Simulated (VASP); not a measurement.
SrCa:

```
CELL_PARAMETERS angstrom
4.12834 0.00000 0.00000
-2.06417 3.57525 0.00000
0.00000 0.00000 6.78874
ATOMIC_POSITIONS crystal
Sr 0.66667 0.33333 0.50000
Ca 0.00000 0.00000 0.00000
```

| Item | Value |
| --- | --- |
| Program | VASP 6.6.1 |
| Task | relaxation of cell and atoms |
| Functional | LDA |
| Potentials or basis | VASP PAW LDA potentials, release 64 (Sr_sv, Ca_sv) |
| Cutoff | 600 eV |
| k mesh | 13 × 13 × 7 |
| Occupations | fermi-dirac, width 0.05 eV |
| Spin | no spin polarisation |

At the start: pressure -1.8 GPa; volume 50.10 Å³/atom.

Q: Where does the relaxation end?

A: Over 4 steps the energy falls by 42.3 meV/atom and the volume is 43.24 Å³/atom (-13.7 %); space group P-6m2 (No. 187, to 0.1 Å) before and after.

Step by step:
```csv
step,energy change (eV),largest force (eV/Å),pressure (GPa),volume (Å³)
1,0.0000,0.0000,-1.80,100.20
2,-0.0681,0.0000,-0.89,92.25
3,-0.0844,0.0000,-0.11,87.17
4,-0.0846,0.0000,0.00,86.48
```

Final structure:
```
CELL_PARAMETERS angstrom
3.93335 0.00000 0.00000
-1.96668 3.40638 0.00000
0.00000 0.00000 6.45479
ATOMIC_POSITIONS crystal
Sr 0.66667 0.33333 0.50000
Ca 0.00000 0.00000 0.00000
```
